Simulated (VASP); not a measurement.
A run of VASP 6.6.1:

INCAR

```
SYSTEM = Bi
  PREC = Accurate
  ENCUT = 520
  EDIFF = 1E-7
  ISMEAR = 0
  SIGMA = 0.1
  LREAL = .FALSE.
  LASPH = .TRUE.
  NELM = 100
  ALGO = Fast
  ISIF = 2
  LWAVE = .FALSE.
  LCHARG = .FALSE.
  GGA = PE
  NBANDS = 38
```

File KPOINTS:

```
regular mesh
0
G
  8 8 8
  0 0 0
```

The input POSCAR:

```
Bi
1.0
    6.0981222336      0.0000000000      0.0000000000
    0.0000000000      6.0981222336      0.0000000000
    0.0000000000      0.0000000000      6.0981222336
Bi
4
Direct
    0.5000000000      0.5000000000      0.5000000000
    0.0000000000      0.5000000000      0.5000000000
    0.5000000000      0.0000000000      0.5000000000
    0.5000000000      0.5000000000      0.0000000000
```

Potentials or basis: VASP PAW PBE potentials, release 64 (Bi_d).

Launch:

```sh
$ cat potpaw_PBE.64/Bi_d/POTCAR > POTCAR
$ mpirun -np 1 vasp_std > vasp.out
```

Hardware: 1 thread of Intel Xeon 6975P-C (shared host).

Question: Estimate the wall time of this run.

Answer: Wall time 6.1 min on 1 thread of Intel Xeon 6975P-C, on a shared host, peak memory 0.44 GiB. Counts: scf iterations 15, k points 35.
